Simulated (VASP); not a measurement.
# Rh (Cmcm) in VASP: a series of runs

Rh is run at these levels: PBEsol; tasks: single point.

All numbers are computed with VASP 6.6.1; they aren't measurements. Logs are shortened: lines on timing, memory, paths and dates and some standing lists are left out, and cuts for length are marked.

## 1. The cell of the first run

The structure is orthorhombic, space group Cmcm (No. 63). Conventional cell: a = 2.458 Å, b = 4.730 Å, c = 4.428 Å, α = 90.00°, β = 90.00°, γ = 90.00°. Within 3.2 Å of Rh (site symmetry m2m) lie 12 Rh at 2.46 to 2.72 Å.

## 2. Single point, PBEsol (strain -0.1000 x Voigt [1, 0, 0, 0, 0, 0])

File INCAR:

```
SYSTEM = Rh
PREC     = Accurate       ! precision mode
ENCUT    = 520            ! plane-wave cutoff, eV
EDIFF    = 1E-6           ! SCF threshold, eV
ISMEAR   = 0              ! smearing method
SIGMA    = 0.15           ! smearing width, eV
LREAL    = .FALSE.        ! projectors in reciprocal space
LASPH    = .TRUE.         ! aspherical terms in the spheres
NELM     = 80             ! most SCF steps
ALGO     = Fast           ! electronic algorithm
ISIF     = 2              ! what is computed and relaxed
LWAVE    = .FALSE.        ! write WAVECAR
LCHARG   = .FALSE.        ! write CHGCAR
GGA      = PS             ! functional
NBANDS   = 22             ! bands
```

File KPOINTS:

```
Automatic mesh
0
G
  18 18 12
  0 0 0
```

File POSCAR:

```
Rh
1.0
    2.4578811380      0.0000000000      0.0000000000
   -1.2289405690      2.3650972278      0.0000000000
    0.0000000000      0.0000000000      4.4284890000
Rh
2
Direct
    0.6666666667      0.3333333333      0.7500000000
    0.3333333333      0.6666666667      0.2500000000
```

Potentials or basis: VASP PAW PBE potentials, release 64 (Rh_pv).

Launch:

```bash
> cat potpaw_PBE.64/Rh_pv/POTCAR > POTCAR
> mpirun -np 1 vasp_std > vasp.out
```

OUTCAR:

```text
SYSTEM = Rh
   PREC = Accurate
   ENCUT = 520
   EDIFF = 1E-6
   ISMEAR = 0
   LREAL = .FALSE.
   LASPH = .TRUE.
   NELM = 80
   ISIF = 2
   GGA = PS

 ion  position               nearest neighbor table
   1  0.667  0.333  0.750-   2 2.65   2 2.65   2 2.65   2 2.65   2 2.72   2 2.72
   2  0.333  0.667  0.250-   1 2.65   1 2.65   1 2.65   1 2.65   1 2.72   1 2.72

  LATTYP: Found a base centered orthorhombic cell.
 ALAT       =     2.4578811380
 B/A-ratio  =     1.9245008973
 C/A-ratio  =     1.8017506752

  Lattice vectors:

 A1 = (   1.2289405690,  -2.3650972278,   0.0000000000)
 A2 = (   1.2289405690,   2.3650972278,   0.0000000000)
 A3 = (   0.0000000000,   0.0000000000,   4.4284890000)

Analysis of symmetry for initial positions (statically):
=====================================================================
 Subroutine PRICEL returns:
 Original cell was already a primitive cell.

 Routine SETGRP: Setting up the symmetry group for a
 base centered orthorhombic supercell.

 Subroutine GETGRP returns: Found  8 space group operations
 (whereof  4 operations were pure point group operations)
 out of a pool of  8 trial point group operations.

The static configuration has the point symmetry C_2h.
 The point group associated with its full space group is D_2h.

Analysis of symmetry for dynamics (positions and initial velocities):
=====================================================================
 Subroutine PRICEL returns:
 Original cell was already a primitive cell.

 Routine SETGRP: Setting up the symmetry group for a
 base centered orthorhombic supercell.

 Subroutine GETGRP returns: Found  8 space group operations
 (whereof  4 operations were pure point group operations)
 out of a pool of  8 trial point group operations.

The dynamic configuration has the point symmetry C_2h.
 The point group associated with its full space group is D_2h.

 Subroutine INISYM returns: Found  8 space group operations
 (whereof  4 operations are pure point group operations),
 and found     1 'primitive' translations

----------------------------------------------------------------------------------------

                                     Primitive cell

  volume of cell :      25.7434

  direct lattice vectors                    reciprocal lattice vectors
     2.457881138  0.000000000  0.000000000     0.406854499  0.211407799  0.000000000
    -1.228940569  2.365097228  0.000000000     0.000000000  0.422815599  0.000000000
     0.000000000  0.000000000  4.428489000     0.000000000  0.000000000  0.225810655

  length of vectors
     2.457881138  2.665329214  4.428489000     0.458501735  0.422815599  0.225810655

  position of ions in fractional coordinates (direct lattice)
     0.666666667  0.333333333  0.750000000
     0.333333333  0.666666667  0.250000000

  ion indices of the primitive-cell ions
   primitive index   ion index
                 1           1
                 2           2

----------------------------------------------------------------------------------------

 KPOINTS: Automatic mesh

Automatic generation of k-mesh.
 Grid dimensions read from file:
 generate k-points for:   18   18   12

 Generating k-lattice:

  Cartesian coordinates                     Fractional coordinates (reciprocal lattice)
     0.022603028  0.011744878  0.000000000     0.055555556  0.000000000  0.000000000
     0.000000000  0.023489755  0.000000000     0.000000000  0.055555556  0.000000000
     0.000000000  0.000000000  0.018817555     0.000000000  0.000000000  0.083333333

  Length of vectors
     0.025472319  0.023489755  0.018817555

  Shift w.r.t. Gamma in fractional coordinates (k-lattice)
     0.000000000  0.000000000  0.000000000

 Subroutine IBZKPT returns following result:
 ===========================================

 Found    637 irreducible k-points:

 Following reciprocal coordinates:
            Coordinates               Weight
  0.000000  0.000000  0.000000      1.000000
  0.055556  0.000000  0.000000      4.000000
  0.111111  0.000000  0.000000      4.000000
  0.166667 -0.000000  0.000000      4.000000
  0.222222 -0.000000  0.000000      4.000000
  0.277778 -0.000000  0.000000      4.000000
[... 16 lines left out ...]
 -0.333333  0.055556  0.000000      4.000000
 -0.277778  0.055556  0.000000      4.000000
 [... further k-points ...]
   k-points           NKPTS =    637   k-points in BZ     NKDIM =    637   number of bands    NBANDS=     22
   number of dos      NEDOS =    301   number of ions     NIONS =      2
   total plane-waves  NPLWV =  12960
   dimension x,y,z NGX =    18 NGY =   20 NGZ =   36
   dimension x,y,z NGXF=    36 NGYF=   40 NGZF=   72
   ions per type =               2
   NGX,Y,Z   is equivalent  to a cutoff of  12.17, 12.47, 13.51 a.u.
   NGXF,Y,Z  is equivalent  to a cutoff of  24.35, 24.95, 27.03 a.u.
 SYSTEM =  Rh
   PREC   = accura    normal or accurate (medium, high low for compatibility)
   ISTART =      0    job   : 0-new  1-cont  2-samecut
   ICHARG =      2    charge: 1-file 2-atom 10-const
   ISPIN  =      1    spin polarized calculation?
   LNONCOLLINEAR =      F non collinear calculations
   LSORBIT =      F    spin-orbit coupling
   LASPH  =      T    aspherical Exc in radial PAW
   ENCUT  =  520.0 eV  38.22 Ry    6.18 a.u.   4.57  4.96  8.23*2*pi/ulx,y,z
   NELM   =     80;   NELMIN=  2; NELMDL= -5     # of ELM steps
   EDIFF  = 0.1E-05   stopping-criterion for ELM
   LREAL  =      F    real-space projection
   EDIFFG = 0.1E-04   stopping-criterion for IOM
   NSW    =      0    number of steps for IOM
   IBRION =     -1    ionic relax: 0-MD 1-quasi-New 2-CG
   NFREE  =      0    steps in history (QN), initial steepest desc. (CG)
   ISIF   =      2    stress and relaxation
   ISYM   =      2    0-nonsym 1-usesym 2-fastsym
   POTIM  = 0.5000    time-step for ionic-motion
   TEBEG  =    0.0;   TEEND  =   0.0 temperature during run
   PSTRESS=    0.0 pullay stress
   NELECT =      30.0000    total number of electrons
   NUPDOWN=      -1.0000    fix difference up-down
   EMIN   =  10.00;   EMAX   =-10.00  energy-range for DOS
   EFERMI =   0.00;   METHOD = LEGACY
   ISMEAR =     0;   SIGMA  =   0.15  broadening in eV -4-tet -1-fermi 0-gaus
   EFERMI_NEDOS =   21; number of points for ismear=-14 and -15
   IALGO  =     68    algorithm
   IMIX   =      4    mixing-type and parameters
     AMIX     =   0.40;   BMIX     =  1.00
     AMIX_MAG =   1.60;   BMIX_MAG =  1.00
  volume/ion in A,a.u.               =      12.87        86.86
  Fermi-wavevector in a.u.,A,eV,Ry     =   1.722768  3.255559 40.381128  2.967929
  Thomas-Fermi vector in A             =   2.798770
   LORBIT       =      0    0 simple, 1 ext, 2 COOP (PROOUT), +10 PAW based schemes
   GGA     = PS    functional components
   LHFCALC =     F    Hartree Fock is set to
   AEXX    =    0.0000 exact exchange contribution
   IVDW    =     0    specifies the selected vdW correction
   LEPSILON=     F    determine dielectric tensor
   LRPA    =     F    only Hartree local field effects (RPA)
 non-spin polarized calculation
 RMM-DIIS sequential band-by-band and
 Gauss-broadening in eV      SIGMA  =   0.15
  energy-cutoff  :      520.00
  volume of cell :       25.74
 maximum number of plane-waves:       716
   NGX =  9   NGY =  9   NGZ = 17

 number of electron      30.0000004 magnetization

 Free energy of the ion-electron system (eV)
  ---------------------------------------------------
  ext. energy  EPLUGINS =         0.00000000
  ---------------------------------------------------
  free energy    TOTEN  =       -15.86537484 eV

  energy without entropy =      -15.83181376  energy(sigma->0) =      -15.84859430

 E-fermi :  13.0606     XC(G=0): -14.6346

 val. band max:       13.0595359696   @ k =  -0.3333   0.1667   0.4167
 cond. band min:      13.0607639220   @ k =   0.2222   0.2222   0.0833
 fundamental gap:      0.0012279524
 Fermi energy:        13.0606212714

 k-point     1 :       0.0000    0.0000    0.0000
  band No.  band energies     occupation
      1     -34.2517      2.00000
      2     -33.5270      2.00000
      3     -33.4299      2.00000
      4     -33.4272      2.00000
      5     -33.4237      2.00000
      6     -33.3278      2.00000
[... 14 lines left out ...]
     21      30.4110      0.00000
     22      31.8369      0.00000

 k-point     2 :       0.0556    0.0000    0.0000
  band No.  band energies     occupation
      1     -34.2416      2.00000
      2     -33.5348      2.00000
      3     -33.4592      2.00000
      4     -33.4316      2.00000
      5     -33.4288      2.00000
      6     -33.3584      2.00000
[... 14 lines left out ...]
     21      30.5863      0.00000
     22      32.0608      0.00000

 k-point     3 :       0.1111    0.0000    0.0000
  band No.  band energies     occupation
      1     -34.2122      2.00000
      2     -33.5717      2.00000
      3     -33.5314      2.00000
      4     -33.4744      2.00000
      5     -33.4340      2.00000
      6     -33.4229      2.00000
[... 14 lines left out ...]
     21      31.0491      0.00000
     22      32.5482      0.00000

 k-point     4 :       0.1667   -0.0000    0.0000
  band No.  band energies     occupation
      1     -34.1654      2.00000
      2     -33.6969      2.00000
      3     -33.6072      2.00000
      4     -33.5703      2.00000
      5     -33.4543      2.00000
      6     -33.4435      2.00000
[... 14 lines left out ...]
     21      31.4756      0.00000
     22      32.1391      0.00000

 k-point     5 :       0.2222   -0.0000    0.0000
  band No.  band energies     occupation
      1     -34.1047      2.00000
      2     -33.8636      2.00000
      3     -33.7750      2.00000
      4     -33.6062      2.00000
      5     -33.4817      2.00000
      6     -33.4585      2.00000
[... 14 lines left out ...]
     21      30.9492      0.00000
     22      31.1411      0.00000

 k-point     6 :       0.2778   -0.0000    0.0000
  band No.  band energies     occupation
      1     -34.0407      2.00000
      2     -34.0343      2.00000
      3     -33.9513      2.00000
      4     -33.6418      2.00000
      5     -33.5097      2.00000
      6     -33.4799      2.00000
[... 14 lines left out ...]
     21      29.8478      0.00000
     22      29.8850      0.00000

 k-point     7 :       0.3333   -0.0000    0.0000
  band No.  band energies     occupation
      1     -34.2061      2.00000
      2     -34.1137      2.00000
      3     -33.9597      2.00000
      4     -33.6746      2.00000
      5     -33.5359      2.00000
      6     -33.5083      2.00000
[... 324 lines left out ...]
      6     -33.5836      2.00000
[... 14 lines left out ...]
     21      26.1290      0.00000
     22      27.4524      0.00000

 k-point    21 :      -0.4444    0.0556    0.0000
  band No.  band energies     occupation
      1     -34.4077      2.00000
      2     -34.3192      2.00000
      3     -33.8460      2.00000
      4     -33.7062      2.00000
      5     -33.5683      2.00000
      6     -33.5644      2.00000
[... 14 lines left out ...]
     21      26.7347      0.00000
     22      27.8127      0.00000

 k-point    22 :      -0.3889    0.0556    0.0000
  band No.  band energies     occupation
      1     -34.3110      2.00000
      2     -34.2317      2.00000
      3     -33.9109      2.00000
      4     -33.6760      2.00000
      5     -33.5456      2.00000
      6     -33.5280      2.00000
[... 14 lines left out ...]
     21      27.7841      0.00000
     22      28.4624      0.00000

 k-point    23 :      -0.3333    0.0556    0.0000
  band No.  band energies     occupation
      1     -34.1707      2.00000
      2     -34.0997      2.00000
      3     -33.9841      2.00000
      4     -33.6401      2.00000
      5     -33.5185      2.00000
      6     -33.4951      2.00000
[... 14 lines left out ...]
     21      29.1156      0.00000
     22      29.3384      0.00000

 k-point    24 :      -0.2778    0.0556    0.0000
  band No.  band energies     occupation
      1     -34.0570      2.00000
      2     -34.0033      2.00000
      3     -33.9367      2.00000
      4     -33.6027      2.00000
      5     -33.4904      2.00000
      6     -33.4691      2.00000
[... 14 lines left out ...]
     21      30.4207      0.00000
     22      30.5975      0.00000

 [... further k-points ...]
[... 5 lines left out ...]
  --------------------------------------------------------------------------------------
  -------------------------------------------------------------------------------------
  Total        8.9662985      0.6057712      0.8295679      0.0000000     -0.0000000      0.0000000
  in kB      558.0310046     37.7010745     51.6294004      0.0000000     -0.0000000      0.0000000
  external PRESSURE =     215.7871598 kB  Pullay stress =       0.0000000 kB

 VOLUME and BASIS-vectors are now :
 -----------------------------------------------------------------------------
  energy-cutoff  :      520.00
  volume of cell :       25.74
      direct lattice vectors                 reciprocal lattice vectors
     2.457881138  0.000000000  0.000000000     0.406854499  0.211407799  0.000000000
    -1.228940569  2.365097228  0.000000000     0.000000000  0.422815599  0.000000000
     0.000000000  0.000000000  4.428489000     0.000000000  0.000000000  0.225810655

 POSITION                                       TOTAL-FORCE (eV/Angst)
 -----------------------------------------------------------------------------------
      1.22894      0.78837      3.32137         0.000000     -0.284104      0.000000
     -0.00000      1.57673      1.10712        -0.000000      0.284104     -0.000000
 -----------------------------------------------------------------------------------
    total drift:                               -0.000000      0.000000     -0.000000

  FREE ENERGIE OF THE ION-ELECTRON SYSTEM (eV)
  ---------------------------------------------------
  free  energy   TOTEN  =       -15.8653748354 eV

  energy  without entropy=      -15.8318137578  energy(sigma->0) =      -15.84859430
```

Wall time 4.1 min (1 thread of Intel Xeon 6975P-C, shared host); peak memory 0.37 GiB.

Results:

```
Free energy            : -15.8654 eV
Pressure               : 21.6 GPa
Largest force          : 0.284 eV/Å
Band gap on the k mesh : zero (band 15 reaches 14.12 eV, above the bottom of band 16 at 11.10 eV)
```

Forces in eV/Å, atoms in the order of the input:
```
Rh   0.000 -0.284  0.000
Rh   0.000  0.284  0.000
```

Stress tensor (GPa, compression positive):
```
55.80  0.00  0.00
 0.00  3.77  0.00
 0.00  0.00  5.16
```

Caveat: the cell differs from its parent crystal (strain -0.1000 x Voigt [1, 0, 0, 0, 0, 0]); the PAW data sets were made with another functional, which shifts forces and pressure a little.

(Continued in part 2 of 2.)
